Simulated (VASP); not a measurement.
# InSb in VASP: notebook

Runs on InSb. Level: PBE. Tasks: single point.

All numbers are computed with VASP 6.6.1; they aren't measurements. Logs are shortened: lines on timing, memory, paths and dates and some standing lists are left out, and cuts for length are marked.

### Step 1. The cell of the first run

Symmetry: Fmmm, No. 69, orthorhombic system. The conventional cell has a = 5.843 Å, b = 5.853 Å, c = 6.755 Å, α = 90.00°, β = 90.00°, γ = 90.00°. In (site symmetry mmm) has 6 Sb at 2.92 to 3.38 Å within 3.8 Å. Within 3.8 Å of Sb (site symmetry mmm) lie 6 In at 2.92 to 3.38 Å.

### Step 2. Single point, PBE

The input, INCAR:

```
SYSTEM = InSb
PREC     = Accurate       ! precision mode
ENCUT    = 520            ! plane-wave cutoff, eV
EDIFF    = 1E-7           ! SCF threshold, eV
ISMEAR   = 0              ! smearing method
SIGMA    = 0.15           ! smearing width, eV
LREAL    = .FALSE.        ! projectors in reciprocal space
LASPH    = .TRUE.         ! aspherical terms in the spheres
NELM     = 100            ! most SCF steps
ALGO     = Normal         ! electronic algorithm
ISIF     = 2              ! what is computed and relaxed
LWAVE    = .FALSE.        ! write WAVECAR
LCHARG   = .FALSE.        ! write CHGCAR
GGA      = PE             ! functional
NBANDS   = 16             ! bands
```

The input, KPOINTS:

```
Automatic mesh
0
G
  12 12 12
  0 0 0
```

The input, POSCAR:

```
InSb
1.0
    0.0000000000      3.3774743652      2.9214246080
    2.9266524205      0.0000000000      2.9214246080
    2.9266524205      3.3774743652      0.0000000000
In Sb
1 1
Direct
    0.0000000000      0.0000000000      0.0000000000
    0.5000000000      0.5000000000      0.5000000000
```

Potentials or basis: VASP PAW PBE potentials, release 64 (In_d, Sb).

Run with:

```bash
$ cat potpaw_PBE.64/In_d/POTCAR potpaw_PBE.64/Sb/POTCAR > POTCAR
$ mpirun -np 1 vasp_std > vasp.out
```

OUTCAR:

```text
SYSTEM = InSb
   PREC = Accurate
   ENCUT = 520
   EDIFF = 1E-7
   ISMEAR = 0
   LREAL = .FALSE.
   LASPH = .TRUE.
   NELM = 100
   ISIF = 2
   GGA = PE

 ion  position               nearest neighbor table
   1  0.000  0.000  0.000-   2 2.92   2 2.92   2 2.93   2 2.93   2 3.38   2 3.38
   2  0.500  0.500  0.500-   1 2.92   1 2.92   1 2.93   1 2.93   1 3.38   1 3.38

  LATTYP: Found a face centered orthorhombic cell.
 ALAT       =     5.8428492160
 B/A-ratio  =     1.0017894737
 C/A-ratio  =     1.1561052631

  Lattice vectors:

 A1 = (   2.9266524205,   3.3774743652,   0.0000000000)
 A2 = (   0.0000000000,   3.3774743652,   2.9214246080)
 A3 = (   2.9266524205,   0.0000000000,   2.9214246080)

Analysis of symmetry for initial positions (statically):
=====================================================================
 Subroutine PRICEL returns:
 Original cell was already a primitive cell.

 Routine SETGRP: Setting up the symmetry group for a
 face centered orthorhombic supercell.

 Subroutine GETGRP returns: Found  8 space group operations
 (whereof  8 operations were pure point group operations)
 out of a pool of  8 trial point group operations.

The static configuration has the point symmetry D_2h.

Analysis of symmetry for dynamics (positions and initial velocities):
=====================================================================
 Subroutine PRICEL returns:
 Original cell was already a primitive cell.

 Routine SETGRP: Setting up the symmetry group for a
 face centered orthorhombic supercell.

 Subroutine GETGRP returns: Found  8 space group operations
 (whereof  8 operations were pure point group operations)
 out of a pool of  8 trial point group operations.

The dynamic configuration has the point symmetry D_2h.

 Subroutine INISYM returns: Found  8 space group operations
 (whereof  8 operations are pure point group operations),
 and found     1 'primitive' translations

----------------------------------------------------------------------------------------

                                     Primitive cell

  volume of cell :      57.7548

  direct lattice vectors                    reciprocal lattice vectors
     0.000000000  3.377474365  2.921424608    -0.170843656  0.148039614  0.171149376
     2.926652420  0.000000000  2.921424608     0.170843656 -0.148039614  0.171149376
     2.926652420  3.377474365  0.000000000     0.170843656  0.148039614 -0.171149376

  length of vectors
     4.465652789  4.135216576  4.469074566     0.283540810  0.283540810  0.283540810

  position of ions in fractional coordinates (direct lattice)
     0.000000000  0.000000000  0.000000000
     0.500000000  0.500000000  0.500000000

  ion indices of the primitive-cell ions
   primitive index   ion index
                 1           1
                 2           2

----------------------------------------------------------------------------------------

 KPOINTS: Automatic mesh

Automatic generation of k-mesh.
 Grid dimensions read from file:
 generate k-points for:   12   12   12

 Generating k-lattice:

  Cartesian coordinates                     Fractional coordinates (reciprocal lattice)
    -0.014236971  0.012336634  0.014262448     0.083333333  0.000000000  0.000000000
     0.014236971 -0.012336634  0.014262448     0.000000000  0.083333333  0.000000000
     0.014236971  0.012336634 -0.014262448     0.000000000  0.000000000  0.083333333

  Length of vectors
     0.023628401  0.023628401  0.023628401

  Shift w.r.t. Gamma in fractional coordinates (k-lattice)
     0.000000000  0.000000000  0.000000000

 Subroutine IBZKPT returns following result:
 ===========================================

 Found    280 irreducible k-points:

 Following reciprocal coordinates:
            Coordinates               Weight
  0.000000  0.000000  0.000000      1.000000
  0.083333  0.000000  0.000000      8.000000
  0.166667  0.000000  0.000000      8.000000
  0.250000  0.000000  0.000000      8.000000
  0.333333  0.000000  0.000000      8.000000
  0.416667  0.000000  0.000000      8.000000
[... 16 lines left out ...]
  0.500000  0.166667 -0.000000      8.000000
 -0.416667  0.166667  0.000000      8.000000
 [... further k-points ...]
   k-points           NKPTS =    280   k-points in BZ     NKDIM =    280   number of bands    NBANDS=     16
   number of dos      NEDOS =    301   number of ions     NIONS =      2
   total plane-waves  NPLWV =  41472
   dimension x,y,z NGX =    36 NGY =   32 NGZ =   36
   dimension x,y,z NGXF=    72 NGYF=   64 NGZF=   72
   ions per type =               1   1
   NGX,Y,Z   is equivalent  to a cutoff of  13.40, 12.86, 13.39 a.u.
   NGXF,Y,Z  is equivalent  to a cutoff of  26.80, 25.73, 26.78 a.u.
 SYSTEM =  InSb
   PREC   = accura    normal or accurate (medium, high low for compatibility)
   ISTART =      0    job   : 0-new  1-cont  2-samecut
   ICHARG =      2    charge: 1-file 2-atom 10-const
   ISPIN  =      1    spin polarized calculation?
   LNONCOLLINEAR =      F non collinear calculations
   LSORBIT =      F    spin-orbit coupling
   LASPH  =      T    aspherical Exc in radial PAW
   ENCUT  =  520.0 eV  38.22 Ry    6.18 a.u.   8.30  7.69  8.31*2*pi/ulx,y,z
   NELM   =    100;   NELMIN=  2; NELMDL= -5     # of ELM steps
   EDIFF  = 0.1E-06   stopping-criterion for ELM
   LREAL  =      F    real-space projection
   EDIFFG = 0.1E-05   stopping-criterion for IOM
   NSW    =      0    number of steps for IOM
   IBRION =     -1    ionic relax: 0-MD 1-quasi-New 2-CG
   NFREE  =      0    steps in history (QN), initial steepest desc. (CG)
   ISIF   =      2    stress and relaxation
   ISYM   =      2    0-nonsym 1-usesym 2-fastsym
   POTIM  = 0.5000    time-step for ionic-motion
   TEBEG  =    0.0;   TEEND  =   0.0 temperature during run
   PSTRESS=    0.0 pullay stress
   NELECT =      18.0000    total number of electrons
   NUPDOWN=      -1.0000    fix difference up-down
   EMIN   =  10.00;   EMAX   =-10.00  energy-range for DOS
   EFERMI =   0.00;   METHOD = LEGACY
   ISMEAR =     0;   SIGMA  =   0.15  broadening in eV -4-tet -1-fermi 0-gaus
   EFERMI_NEDOS =   21; number of points for ismear=-14 and -15
   IALGO  =     38    algorithm
   IMIX   =      4    mixing-type and parameters
     AMIX     =   0.40;   BMIX     =  1.00
     AMIX_MAG =   1.60;   BMIX_MAG =  1.00
  volume/ion in A,a.u.               =      28.88       194.87
  Fermi-wavevector in a.u.,A,eV,Ry     =   1.109949  2.097500 16.762199  1.231987
  Thomas-Fermi vector in A             =   2.246495
   LORBIT       =      0    0 simple, 1 ext, 2 COOP (PROOUT), +10 PAW based schemes
   GGA     = PE    functional components
   LHFCALC =     F    Hartree Fock is set to
   AEXX    =    0.0000 exact exchange contribution
   IVDW    =     0    specifies the selected vdW correction
   LEPSILON=     F    determine dielectric tensor
   LRPA    =     F    only Hartree local field effects (RPA)
 non-spin polarized calculation
 Gauss-broadening in eV      SIGMA  =   0.15
  energy-cutoff  :      520.00
  volume of cell :       57.75
 maximum number of plane-waves:      1575
 NGX is ok and might be reduce to    36

 number of electron      18.0000001 magnetization

 Free energy of the ion-electron system (eV)
  ---------------------------------------------------
  ext. energy  EPLUGINS =         0.00000000
  ---------------------------------------------------
  free energy    TOTEN  =        -6.49331716 eV

  energy without entropy =       -6.47823215  energy(sigma->0) =       -6.48577465

 E-fermi :   6.6484     XC(G=0):  -9.7080

 val. band max:        6.6250889126   @ k =   0.4167   0.0833   0.0833
 cond. band min:       6.6562815828   @ k =   0.4167   0.0833   0.3333
 fundamental gap:      0.0311926702
 Fermi energy:         6.6483634196

 k-point     1 :       0.0000    0.0000    0.0000
  band No.  band energies     occupation
      1      -7.8729      2.00000
      2      -7.8598      2.00000
      3      -7.8410      2.00000
      4      -7.8048      2.00000
      5      -7.8040      2.00000
      6      -4.3550      2.00000
[... 8 lines left out ...]
     15      13.4074      0.00000
     16      14.0176      0.00000

 k-point     2 :       0.0833    0.0000    0.0000
  band No.  band energies     occupation
      1      -7.8717      2.00000
      2      -7.8636      2.00000
      3      -7.8388      2.00000
      4      -7.8050      2.00000
      5      -7.8033      2.00000
      6      -4.2827      2.00000
[... 8 lines left out ...]
     15      13.5544      0.00000
     16      13.6051      0.00000

 k-point     3 :       0.1667    0.0000    0.0000
  band No.  band energies     occupation
      1      -7.8744      2.00000
      2      -7.8696      2.00000
      3      -7.8314      2.00000
      4      -7.8061      2.00000
      5      -7.8004      2.00000
      6      -4.0684      2.00000
[... 8 lines left out ...]
     15      13.4416      0.00000
     16      13.7397      0.00000

 k-point     4 :       0.2500    0.0000    0.0000
  band No.  band energies     occupation
      1      -7.8886      2.00000
      2      -7.8697      2.00000
      3      -7.8213      2.00000
      4      -7.8057      2.00000
      5      -7.7962      2.00000
      6      -3.7224      2.00000
[... 8 lines left out ...]
     15      14.2707      0.00000
     16      14.3058      0.00000

 k-point     5 :       0.3333    0.0000    0.0000
  band No.  band energies     occupation
      1      -7.9029      2.00000
      2      -7.8710      2.00000
      3      -7.8175      2.00000
      4      -7.7981      2.00000
      5      -7.7919      2.00000
      6      -3.2748      2.00000
[... 8 lines left out ...]
     15      15.0827      0.00000
     16      15.4494      0.00000

 k-point     6 :       0.4167    0.0000    0.0000
  band No.  band energies     occupation
      1      -7.9135      2.00000
      2      -7.8724      2.00000
      3      -7.8182      2.00000
      4      -7.7890      2.00000
      5      -7.7886      2.00000
      6      -2.8156      2.00000
[... 8 lines left out ...]
     15      16.0244      0.00000
     16      16.8236      0.00000
[... 267 lines left out ...]
 k-point    21 :       0.3333    0.1667    0.0000
  band No.  band energies     occupation
      1      -7.9302      2.00000
      2      -7.8497      2.00000
      3      -7.8150      2.00000
      4      -7.7987      2.00000
      5      -7.7943      2.00000
      6      -3.2225      2.00000
[... 8 lines left out ...]
     15      15.4459      0.00000
     16      16.1952      0.00000

 k-point    22 :       0.4167    0.1667    0.0000
  band No.  band energies     occupation
      1      -7.9430      2.00000
      2      -7.8526      2.00000
      3      -7.8155      2.00000
      4      -7.7936      2.00000
      5      -7.7862      2.00000
      6      -2.7496      2.00000
[... 8 lines left out ...]
     15      16.5519      0.00000
     16      17.3876      0.00000

 k-point    23 :       0.5000    0.1667   -0.0000
  band No.  band energies     occupation
      1      -7.9473      2.00000
      2      -7.8566      2.00000
      3      -7.8145      2.00000
      4      -7.7919      2.00000
      5      -7.7829      2.00000
      6      -2.3753      2.00000
[... 8 lines left out ...]
     15      16.1753      0.00000
     16      17.9233      0.00000

 k-point    24 :      -0.4167    0.1667    0.0000
  band No.  band energies     occupation
      1      -7.9423      2.00000
      2      -7.8604      2.00000
      3      -7.8127      2.00000
      4      -7.7921      2.00000
      5      -7.7865      2.00000
      6      -2.3879      2.00000
[... 8 lines left out ...]
     15      15.2453      0.00000
     16      16.7778      0.00000

 [... further k-points ...]

------------------------ aborting loop because EDIFF is reached ----------------------------------------

  FORCE on cell =-STRESS in cart. coord.  units (eV):
  Direction    XX          YY          ZZ          XY          YZ          ZX
  --------------------------------------------------------------------------------------
  -------------------------------------------------------------------------------------
  Total        2.0047755     -1.5274105      2.0854205      0.0000000      0.0000000     -0.0000000
  in kB       55.6145506    -42.3719516     57.8517280      0.0000000      0.0000000     -0.0000000
  external PRESSURE =      23.6981090 kB  Pullay stress =       0.0000000 kB

 VOLUME and BASIS-vectors are now :
 -----------------------------------------------------------------------------
  energy-cutoff  :      520.00
  volume of cell :       57.75
      direct lattice vectors                 reciprocal lattice vectors
     0.000000000  3.377474365  2.921424608    -0.170843656  0.148039614  0.171149376
     2.926652420  0.000000000  2.921424608     0.170843656 -0.148039614  0.171149376
     2.926652420  3.377474365  0.000000000     0.170843656  0.148039614 -0.171149376

 POSITION                                       TOTAL-FORCE (eV/Angst)
 -----------------------------------------------------------------------------------
      0.00000      0.00000      0.00000        -0.000000     -0.000000      0.000000
      2.92665      3.37747      2.92142         0.000000      0.000000     -0.000000
 -----------------------------------------------------------------------------------
    total drift:                               -0.000000      0.000000      0.000000

  FREE ENERGIE OF THE ION-ELECTRON SYSTEM (eV)
  ---------------------------------------------------
  free  energy   TOTEN  =        -6.4933171566 eV

  energy  without entropy=       -6.4782321505  energy(sigma->0) =       -6.48577465
```

It took 3.9 min on 1 thread of Intel Xeon Platinum 8488C (Sapphire Rapids), shared host; peak memory 0.4 GiB.

What came out:

| Quantity | Value |
| --- | --- |
| Free energy | -6.4933 eV |
| Pressure | 2.4 GPa |
| Band gap on the k mesh | zero (bands 9 and 10 overlap by 2.57 eV) |

Stress tensor (GPa, compression positive):
```
 5.56  0.00  0.00
 0.00 -4.24  0.00
 0.00  0.00  5.79
```

Levels at points of the mesh, in eV from the Fermi level:
| k point | band 7 | band 8 | band 9 | band 10 | band 11 | band 12 |
| --- | --- | --- | --- | --- | --- | --- |
| (0.00, 0.00, 0.00) | -0.51 | -0.49 | -0.32 | 0.68 | 3.94 | 5.67 |
| (0.50, 0.00, 0.00) | -6.50 | -0.16 | 0.73 | 1.44 | 2.92 | 2.95 |
| (0.50, 0.50, 0.00) | -4.49 | -3.68 | -3.05 | -1.51 | 3.15 | 6.11 |
| (0.50, 0.00, 0.50) | -4.35 | -2.29 | -1.78 | -1.76 | 3.64 | 8.70 |
| (0.00, 0.50, 0.50) | -4.49 | -3.67 | -3.05 | -1.49 | 3.16 | 6.09 |

Caveat: the cell differs from its parent crystal (strain +e along x and -e along y -0.0733, strain +e along z and -e/2 along x and y -0.0500); spin-orbit coupling is left out, which moves the levels of the heavy elements.

### Step 3. Single point, PBE

This run uses another cell than the first one, of the same volume but with other edges.

The input, INCAR:

```
PREC = Accurate
ENCUT = 520
EDIFF = 1E-6
ISMEAR = 0
SIGMA = 0.15
LREAL = False
LASPH = True
NELM = 60
ALGO = Normal
ISIF = 2
LWAVE = False
LCHARG = False
GGA = PE
NBANDS = 16
```

The input, KPOINTS:

```
Automatic mesh
0
Gamma
  12 12 12
```

The input, POSCAR:

```
InSb
1.0
    0.0000000000      3.2237151753      3.2289429878
    2.7728932306      0.0000000000      3.2289429878
    2.7728932306      3.2237151753      0.0000000000
In Sb
1 1
Direct
    0.0000000000      0.0000000000      0.0000000000
    0.5000000000      0.5000000000      0.5000000000
```

Potentials or basis: VASP PAW PBE potentials, release 64 (In_d, Sb).

Run with:

```bash
$ cat potpaw_PBE.64/In_d/POTCAR potpaw_PBE.64/Sb/POTCAR > POTCAR
$ mpirun -np 1 vasp_std > vasp.out
```

Wall time 3 min (1 thread of Intel Xeon Platinum 8488C (Sapphire Rapids), shared host); peak memory 0.39 GiB.

Results (log left out):

```yaml
Free_energy: -6.3866 eV
Pressure: 3.1 GPa
Band_gap_on_the_k_mesh: zero (bands 9 and 10 overlap by 3.11 eV)
```

Stress tensor (GPa, compression positive):
```
14.61  0.00  0.00
 0.00 -2.63  0.00
 0.00  0.00 -2.70
```

Levels at points of the mesh, in eV from the Fermi level:
```tsv
k point	band 5	band 6	band 7	band 8	band 9	band 10	band 11	band 12	band 13	band 14
(0.00, 0.00, 0.00)	-14.46	-10.99	-1.14	-0.28	0.48	0.50	4.68	4.71	6.01	6.02
(0.50, 0.00, 0.00)	-14.45	-9.25	-6.51	-0.02	0.37	1.63	1.96	3.80	3.93	9.54
(0.50, 0.50, 0.00)	-14.44	-8.94	-4.44	-2.72	-2.70	-1.03	3.58	6.17	9.36	10.36
(0.50, 0.00, 0.50)	-14.44	-8.92	-4.44	-2.73	-2.72	-1.03	3.57	6.15	9.38	10.33
(0.00, 0.50, 0.50)	-14.46	-7.87	-4.46	-3.92	-2.56	-2.54	2.86	7.90	7.95	10.23
```

Caveat: the cell differs from its parent crystal (strain +e along x and -e along y -0.0733, strain +e along z and -e/2 along x and y +0.0500); the cell stands under pressure; spin-orbit coupling is left out, which moves the levels of the heavy elements.

### Step 4. Single point, PBE

INCAR: that of step 3 with these lines changed.

```diff
@@ -7,3 +7,3 @@
 LASPH = True
-NELM = 60
+NELM = 80
 ALGO = Normal
```

The input, KPOINTS:

```
regular mesh
0
Gamma
  12 12 12
```

The input, POSCAR:

```
InSb
1.0
    0.0000000000      3.3058225827      2.6139062282
    3.3058225827      0.0000000000      2.6139062282
    3.3058225827      3.3058225827      0.0000000000
In Sb
1 1
Direct
    0.0000000000      0.0000000000      0.0000000000
    0.5000000000      0.5000000000      0.5000000000
```

Run with:

```bash
$ cat potpaw_PBE.64/In_d/POTCAR potpaw_PBE.64/Sb/POTCAR > POTCAR
$ mpirun -np 1 vasp_std > vasp.out
```

It took 57 s on 1 thread of Intel Xeon Platinum 8488C (Sapphire Rapids), shared host; peak memory 0.3 GiB.

It converged, with:

| Item | Value |
| --- | --- |
| Free energy | -5.8711 eV |
| Pressure | 8.2 GPa |
| Band gap on the k mesh | zero (bands 9 and 10 overlap by 3.59 eV) |

Stress tensor (GPa, compression positive):
```
-2.85  0.00  0.00
 0.00 -2.85  0.00
 0.00  0.00 30.33
```

Levels at points of the mesh, in eV from the Fermi level:
| k point | band 6 | band 7 | band 8 | band 9 | band 10 | band 11 | band 12 | band 13 |
| --- | --- | --- | --- | --- | --- | --- | --- | --- |
| (0.00, 0.00, 0.00) | -11.12 | -1.73 | 0.09 | 0.73 | 0.73 | 4.11 | 4.11 | 6.09 |
| (0.50, 0.00, 0.00) | -9.42 | -6.72 | -0.19 | 0.18 | 1.31 | 1.68 | 4.87 | 4.94 |
| (0.50, 0.50, 0.00) | -7.86 | -4.53 | -3.78 | -2.86 | -2.86 | 2.66 | 7.94 | 7.94 |
| (0.50, 0.00, 0.50) | -9.24 | -4.56 | -3.07 | -2.18 | -0.43 | 3.87 | 5.14 | 9.09 |

Caveat: the cell differs from its parent crystal (strain +e along x and -e along y +0.0000, strain +e along z and -e/2 along x and y -0.1500); the cell stands under pressure; spin-orbit coupling is left out, which moves the levels of the heavy elements.

### Step 5. Overview

| cell | gap on the mesh (eV) | pressure (GPa) |
| --- | --- | --- |
| a = 4.466, b = 4.135, c = 4.469 Å, angles 62.4, 55.1, 62.5°, 2 atoms | none | 2.4 |
| a = 4.563, b = 4.256, c = 4.252 Å, angles 64.9, 57.6, 57.5°, 2 atoms | none | 3.1 |
| a = 4.214, b = 4.214, c = 4.675 Å, angles 56.3, 56.3, 67.4°, 2 atoms | none | 8.2 |

Alike in all rows: task single point; level PBE; potentials or basis VASP PAW PBE potentials, release 64 (In_d, Sb); no spin polarisation; k mesh 12 × 12 × 12; cutoff (eV) 520; smearing gaussian 0.15 eV.

Caveats: spin-orbit coupling is left out, which moves the levels of the heavy elements; the cell stands under pressure (at least some runs).

Absolute energies hang on the potentials; compare differences alone.
